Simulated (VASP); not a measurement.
# Cs (Cmcm) in VASP: a series of runs

The runs below take Cs through single point, with PBEsol.

All numbers are computed with VASP 6.6.1; they aren't measurements. Logs are shortened: lines on timing, memory, paths and dates and some standing lists are left out, and cuts for length are marked.

## 1. The cell of the first run

Symmetry: Cmcm, No. 63, orthorhombic system. The conventional cell has a = 5.487 Å, b = 9.582 Å, c = 9.442 Å, α = 90.00°, β = 90.00°, γ = 90.00°.

## 2. Single point, PBEsol (strained)

Input file INCAR:

```
SYSTEM = Cs
  PREC = Accurate
  ENCUT = 520
  EDIFF = 1E-7
  ISMEAR = 0
  SIGMA = 0.1
  LREAL = .False.
  LASPH = .True.
  NELM = 100
  ALGO = Fast
  ISIF = 2
  LWAVE = .False.
  LCHARG = .True.
  GGA = PS
  LELF = .True.
  LVHAR = .True.
  NBANDS = 16
```

Input file KPOINTS:

```
regular mesh
0
Gamma
  8 8 4
  0 0 0
```

Input file POSCAR:

```
Cs
1.0
    5.4872645078      0.0000000000      0.0000000000
   -2.7436322539      4.7912052226      0.0000000000
    0.0000000000      0.0000000000      9.4423523521
Cs
2
Direct
    0.3592639141      0.7185278382      0.2500000000
    0.6407360859      0.2814721618      0.7500000000
```

Potentials or basis: VASP PAW PBE potentials, release 64 (Cs_sv).

Started as:

```sh
cat potpaw_PBE.64/Cs_sv/POTCAR > POTCAR
mpirun -np 1 vasp_std > vasp.out
```

OUTCAR:

```text
SYSTEM = Cs
   PREC = Accurate
   ENCUT = 520
   EDIFF = 1E-7
   ISMEAR = 0
   LREAL = .False.
   LASPH = .True.
   NELM = 100
   ISIF = 2
   GGA = PS

 ion  position               nearest neighbor table
   1  0.359  0.719  0.250-
   2  0.641  0.281  0.750-

  LATTYP: Found a base centered orthorhombic cell.
 ALAT       =     5.4872645078
 B/A-ratio  =     1.7463000793
 C/A-ratio  =     1.7207758690

  Lattice vectors:

 A1 = (   2.7436322539,  -4.7912052226,   0.0000000000)
 A2 = (   2.7436322539,   4.7912052226,   0.0000000000)
 A3 = (   0.0000000000,   0.0000000000,   9.4423523521)

Analysis of symmetry for initial positions (statically):
=====================================================================
 Subroutine PRICEL returns:
 Original cell was already a primitive cell.

 Routine SETGRP: Setting up the symmetry group for a
 base centered orthorhombic supercell.

 Subroutine GETGRP returns: Found  8 space group operations
 (whereof  4 operations were pure point group operations)
 out of a pool of  8 trial point group operations.

The static configuration has the point symmetry C_2h.
 The point group associated with its full space group is D_2h.

Analysis of symmetry for dynamics (positions and initial velocities):
=====================================================================
 Subroutine PRICEL returns:
 Original cell was already a primitive cell.

 Routine SETGRP: Setting up the symmetry group for a
 base centered orthorhombic supercell.

 Subroutine GETGRP returns: Found  8 space group operations
 (whereof  4 operations were pure point group operations)
 out of a pool of  8 trial point group operations.

The dynamic configuration has the point symmetry C_2h.
 The point group associated with its full space group is D_2h.

 Subroutine INISYM returns: Found  8 space group operations
 (whereof  4 operations are pure point group operations),
 and found     1 'primitive' translations

----------------------------------------------------------------------------------------

                                     Primitive cell

  volume of cell :     248.2452

  direct lattice vectors                    reciprocal lattice vectors
     5.487264508  0.000000000  0.000000000     0.182240167  0.104357876  0.000000000
    -2.743632254  4.791205223  0.000000000     0.000000000  0.208715752  0.000000000
[... 79 lines left out ...]
   ISPIN  =      1    spin polarized calculation?
   LNONCOLLINEAR =      F non collinear calculations
   LSORBIT =      F    spin-orbit coupling
   LASPH  =      T    aspherical Exc in radial PAW
   ENCUT  =  520.0 eV  38.22 Ry    6.18 a.u.  10.20 10.27 17.56*2*pi/ulx,y,z
   NELM   =    100;   NELMIN=  2; NELMDL= -5     # of ELM steps
   EDIFF  = 0.1E-06   stopping-criterion for ELM
   LREAL  =      F    real-space projection
   EDIFFG = 0.1E-05   stopping-criterion for IOM
   NSW    =      0    number of steps for IOM
   IBRION =     -1    ionic relax: 0-MD 1-quasi-New 2-CG
   NFREE  =      0    steps in history (QN), initial steepest desc. (CG)
   ISIF   =      2    stress and relaxation
   ISYM   =      2    0-nonsym 1-usesym 2-fastsym
   POTIM  = 0.5000    time-step for ionic-motion
   TEBEG  =    0.0;   TEEND  =   0.0 temperature during run
   PSTRESS=    0.0 pullay stress
   NELECT =      18.0000    total number of electrons
   NUPDOWN=      -1.0000    fix difference up-down
   EMIN   =  10.00;   EMAX   =-10.00  energy-range for DOS
   EFERMI =   0.00;   METHOD = LEGACY
   ISMEAR =     0;   SIGMA  =   0.10  broadening in eV -4-tet -1-fermi 0-gaus
   EFERMI_NEDOS =   21; number of points for ismear=-14 and -15
   IALGO  =     68    algorithm
   IMIX   =      4    mixing-type and parameters
     AMIX     =   0.40;   BMIX     =  1.00
     AMIX_MAG =   1.60;   BMIX_MAG =  1.00
  volume/ion in A,a.u.               =     124.12       837.62
  Fermi-wavevector in a.u.,A,eV,Ry     =   0.682661  1.290043  6.340677  0.466027
  Thomas-Fermi vector in A             =   1.761800
   LORBIT       =      0    0 simple, 1 ext, 2 COOP (PROOUT), +10 PAW based schemes
   GGA     = PS    functional components
   LHFCALC =     F    Hartree Fock is set to
   AEXX    =    0.0000 exact exchange contribution
   IVDW    =     0    specifies the selected vdW correction
   LEPSILON=     F    determine dielectric tensor
   LRPA    =     F    only Hartree local field effects (RPA)
 non-spin polarized calculation
 RMM-DIIS sequential band-by-band and
 Gauss-broadening in eV      SIGMA  =   0.10
  energy-cutoff  :      520.00
  volume of cell :      248.25
 maximum number of plane-waves:      6703
 NGX is ok and might be reduce to    42
   NGX = 21   NGY = 21   NGZ = 35

 number of electron      18.0000002 magnetization

 Free energy of the ion-electron system (eV)
  ---------------------------------------------------
  ext. energy  EPLUGINS =         0.00000000
  ---------------------------------------------------
  free energy    TOTEN  =        -1.86039688 eV

  energy without entropy =       -1.84506230  energy(sigma->0) =       -1.85272959

 E-fermi :   0.1773     XC(G=0):  -5.2811

 val. band max:        0.1464613116   @ k =   0.0000   0.2500   0.2500
 cond. band min:       0.1828060341   @ k =   0.3750   0.1250   0.2500
 fundamental gap:      0.0363447225
 Fermi energy:         0.1772807871

 k-point     1 :       0.0000    0.0000    0.0000
  band No.  band energies     occupation
      1     -23.6989      2.00000
      2     -23.6954      2.00000
      3     -10.5290      2.00000
      4     -10.4408      2.00000
      5     -10.4324      2.00000
      6     -10.4321      2.00000
[... 433 lines left out ...]
      3     -10.5069      2.00000
      4     -10.4800      2.00000
      5     -10.4764      2.00000
      6     -10.4512      2.00000
[... 8 lines left out ...]
     15       2.8785      0.00000
     16       2.9726      0.00000

 [... further k-points ...]
[... 5 lines left out ...]
  --------------------------------------------------------------------------------------
  -------------------------------------------------------------------------------------
  Total       -0.3006236     -0.2294290     -0.4312793      0.0000000     -0.0000000      0.0000000
  in kB       -1.9402284     -1.4807370     -2.7834816      0.0000000     -0.0000000      0.0000000
  external PRESSURE =      -2.0681490 kB  Pullay stress =       0.0000000 kB

 VOLUME and BASIS-vectors are now :
 -----------------------------------------------------------------------------
  energy-cutoff  :      520.00
  volume of cell :      248.25
      direct lattice vectors                 reciprocal lattice vectors
     5.487264508  0.000000000  0.000000000     0.182240167  0.104357876  0.000000000
    -2.743632254  4.791205223  0.000000000     0.000000000  0.208715752  0.000000000
     0.000000000  0.000000000  9.442352352     0.000000000  0.000000000  0.105905813

 POSITION                                       TOTAL-FORCE (eV/Angst)
 -----------------------------------------------------------------------------------
     -0.00000      3.44261      2.36059         0.000000     -0.019129      0.000000
      2.74363      1.34859      7.08176        -0.000000      0.019129     -0.000000
 -----------------------------------------------------------------------------------
    total drift:                                0.000000      0.000000      0.000000

  FREE ENERGIE OF THE ION-ELECTRON SYSTEM (eV)
  ---------------------------------------------------
  free  energy   TOTEN  =        -1.8603968810 eV

  energy  without entropy=       -1.8450623003  energy(sigma->0) =       -1.85272959
```

OSZICAR:

```text
N       E                     dE             d eps       ncg     rms          rms(c)
DAV:   1     0.137904519376E+03    0.13790E+03   -0.59200E+03  2016   0.809E+02
DAV:   2     0.165429375130E+02   -0.12136E+03   -0.11652E+03  3192   0.148E+02
DAV:   3    -0.143128245309E+01   -0.17974E+02   -0.17911E+02  2528   0.624E+01
DAV:   4    -0.185484876304E+01   -0.42357E+00   -0.42341E+00  2752   0.109E+01
DAV:   5    -0.185809078205E+01   -0.32420E-02   -0.32420E-02  2696   0.976E-01    0.179E-01
RMM:   6    -0.185892791858E+01   -0.83714E-03   -0.18780E-03  2065   0.214E-01    0.128E-01
RMM:   7    -0.186032673063E+01   -0.13988E-02   -0.71509E-03  2133   0.381E-01    0.369E-02
RMM:   8    -0.186038555419E+01   -0.58824E-04   -0.42715E-04  2863   0.112E-01    0.693E-03
RMM:   9    -0.186039500941E+01   -0.94552E-05   -0.77851E-05  2972   0.410E-02    0.291E-03
RMM:  10    -0.186039669053E+01   -0.16811E-05   -0.15126E-05  2987   0.166E-02    0.159E-03
RMM:  11    -0.186039671001E+01   -0.19477E-07   -0.29573E-06  3001   0.740E-03    0.602E-04
RMM:  12    -0.186039684402E+01   -0.13401E-06   -0.42161E-07  2617   0.330E-03    0.465E-04
RMM:  13    -0.186039688097E+01   -0.36952E-07   -0.18557E-07  2202   0.188E-03
   1 F= -.18603969E+01 E0= -.18527296E+01  d E =-.153346E-01
```

stdout:

```text
POSCAR found type information on POSCAR Cs
 POSCAR found :  1 types and       2 ions
 scaLAPACK will be used
 -----------------------------------------------------------------------------
|                                                                             |
|                                                                             |
|     You enforced a specific xc type in the INCAR file but a different       |
|     I HOPE YOU KNOW WHAT YOU ARE DOING!                                     |
|                                                                             |
 -----------------------------------------------------------------------------

 LDA part: xc-table for (Slater+PW92), standard interpolation
 POSCAR, INCAR and KPOINTS ok, starting setup
 FFT: planning ... GRIDC
 FFT: planning ... GRID_SOFT
 FFT: planning ... GRID
 WAVECAR not read
 entering main loop
```

Wall time 5.8 min (1 thread of Intel Xeon 6975P-C (Granite Rapids), shared host); peak memory 0.46 GiB.

Results:

```yaml
Free_energy: -1.8604 eV
Pressure: -0.2 GPa
Largest_force: 0.019 eV/Å
Band_gap_on_the_k_mesh: zero (bands 9 and 10 overlap by 1.69 eV)
```

Forces on the atoms (eV/Å):
```
Cs   0.000 -0.019  0.000
Cs   0.000  0.019  0.000
```

Caveat: the cell differs from its parent crystal (strained); the PAW data sets were made with another functional, which shifts forces and pressure a little; spin-orbit coupling is left out, which moves the levels of the heavy elements.

## 3. Single point, PBEsol (strained)

Input file INCAR:

```
ALGO = Fast ; EDIFF = 1E-6
ENCUT = 520 ; GGA = PS
ISIF = 2 ; ISMEAR = 0
LASPH = True ; LCHARG = False
LREAL = False ; LWAVE = False
NBANDS = 16 ; NELM = 60
PREC = Accurate ; SIGMA = 0.1
```

Input file KPOINTS:

```
k-points
0
Gamma
  8 8 4
```

Input file POSCAR:

```
Cs
1.0
    5.4257568259      0.1154451876      0.0000000000
   -2.6128999478      4.5256681817      0.0000000000
    0.0000000000      0.0000000000      9.4692945259
Cs
2
Direct
    0.3125888627      0.6562944364      0.2500000000
    0.6874111373      0.3437055636      0.7500000000
```

Potentials or basis: VASP PAW PBE potentials, release 64 (Cs_sv).

Started as:

```sh
cat potpaw_PBE.64/Cs_sv/POTCAR > POTCAR
mpirun -np 1 vasp_std > vasp.out
```

Run time: 3.9 min. Hardware: 1 thread of Intel Xeon 6975P-C (Granite Rapids), shared host; peak memory 0.43 GiB.

It converged, with:

```
Free energy            : -1.8716 eV
Pressure               : -0.1 GPa
Band gap on the k mesh : zero (bands 9 and 10 overlap by 1.76 eV)
```

Forces in eV/Å, atoms in the order of the input:
```
Cs   0.002  0.001  0.000
Cs  -0.002 -0.001  0.000
```

Stress tensor (GPa, compression positive):
```
-0.07 -0.02  0.00
-0.02 -0.05  0.00
 0.00  0.00 -0.27
```

Levels at points of the mesh, in eV from the Fermi level:
```csv
k point,band 7,band 8,band 9,band 10,band 11,band 12
"(0.00, 0.00, 0.00)",-10.57,-10.57,-1.65,-0.17,0.57,2.14
"(0.50, 0.00, 0.00)",-10.60,-10.59,0.03,0.29,0.80,1.06
"(0.00, 0.50, 0.00)",-10.60,-10.60,0.08,0.45,0.75,1.02
"(0.00, 0.00, 0.50)",-10.57,-10.57,-1.12,-1.12,1.45,1.45
"(0.50, 0.00, 0.50)",-10.59,-10.59,0.14,0.14,0.91,0.91
"(0.00, 0.50, 0.50)",-10.61,-10.61,0.24,0.24,0.95,0.95
```

Caveat: the cell differs from its parent crystal (strained); the PAW data sets were made with another functional, which shifts forces and pressure a little; spin-orbit coupling is left out, which moves the levels of the heavy elements.
